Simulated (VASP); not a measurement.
Write the native input for VASP 6.6.1 that does the following.

```yaml
Task: single point
Functional: PBE
Potentials_or_basis: VASP PAW PBE potentials, release 64 (Sb, Ni)
Cutoff: 520 eV
k_mesh: 7 × 7 × 5
Occupations: fermi-dirac, width 0.05 eV
Spin: collinear spin, ferromagnetic start
Starting_moments: "[0.0, 0.0, 1.0, 1.0] μB"
Fixed_moment: 2 μB
Dipole_correction: no
Further_INCAR_settings: ALGO = Normal; EDIFF = 1e-06; NBANDS = 27
```

The structure of NiSb (Breithauptite) lies in POSCAR:

```
NiSb
1.0
    3.9280000000      0.0000000000      0.0000000000
   -1.9640000000      3.4017477861      0.0000000000
    0.0000000000      0.0000000000      5.1200000000
Sb Ni
2 2
Direct
    0.6666666667      0.3333333333      0.7500000000
    0.3333333333      0.6666666667      0.2500000000
    0.0000000000      0.0000000000      0.5000000000
    0.0000000000      0.0000000000      0.0000000000
```

The input as run:

INCAR

```
SYSTEM = NiSb
ALGO = Normal
EDIFF = 1E-6
ENCUT = 520
GGA = PE
ISIF = 2
ISMEAR = -1
ISPIN = 2
LASPH = .TRUE.
LCHARG = .FALSE.
LMAXMIX = 4
LORBIT = 11
LREAL = .FALSE.
LWAVE = .FALSE.
MAGMOM = 0 0 1 1
NBANDS = 27
NELM = 150
NUPDOWN = 2.0
PREC = Accurate
SIGMA = 0.05
```

KPOINTS

```
k-points
0
G
  7 7 5
  0 0 0
```

Potentials or basis: VASP PAW PBE potentials, release 64 (Sb, Ni).

Command:

```bash
$ cat potpaw_PBE.64/Sb/POTCAR potpaw_PBE.64/Ni/POTCAR > POTCAR
$ mpirun -np 1 vasp_std > vasp.out
```

Results of the run:

| Property | Result |
| --- | --- |
| Pressure | 7.6 GPa |
| Net moment | 2.00 μB per cell |
| Site moments | Sb +0.18; Ni +0.65 μB |
| Valence electrons inside the program's atomic spheres | Sb 2.45; Ni 9.38 |

Caveat: the total moment is fixed, so each spin has its own Fermi level.

It took 2.6 min on 1 thread of Oxide Virtual Turin-like Processor, on a shared host, peak memory 0.21 GiB.
